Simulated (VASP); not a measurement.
# P: single point with LDA

P:

```
P
1.0
     2.70228    0.00000    0.00000
    -1.35114    2.34025    0.00000
     0.00000    0.00000    4.34334
P
2
Direct
  0.33333 0.66667 0.25000
  0.66667 0.33333 0.75000
```

```json
{
  "Program": "VASP 6.6.1",
  "Task": "single point",
  "Functional": "LDA",
  "Potentials or basis": "VASP PAW LDA potentials, release 64 (P)",
  "Cutoff": "500 eV",
  "k mesh": "9 × 9 × 5",
  "Occupations": "gaussian, width 0.02 eV",
  "Spin": "no spin polarisation"
}
```

- Pressure: -0.1 GPa
- Band gap on the k mesh: zero (band 5 reaches 16.02 eV, above the bottom of band 6 at 6.30 eV)

Levels at points of the mesh, in eV from the Fermi level:
```tsv
k point	band 3	band 4	band 5	band 6	band 7	band 8
(0.00, 0.00, 0.00)	-8.21	4.91	4.91	6.89	6.89	7.80
```

Wall time 2.9 s on 1 thread of Intel(R) Xeon(R) 6975P-C (Granite Rapids), on a shared host, peak memory 0.12 GiB.
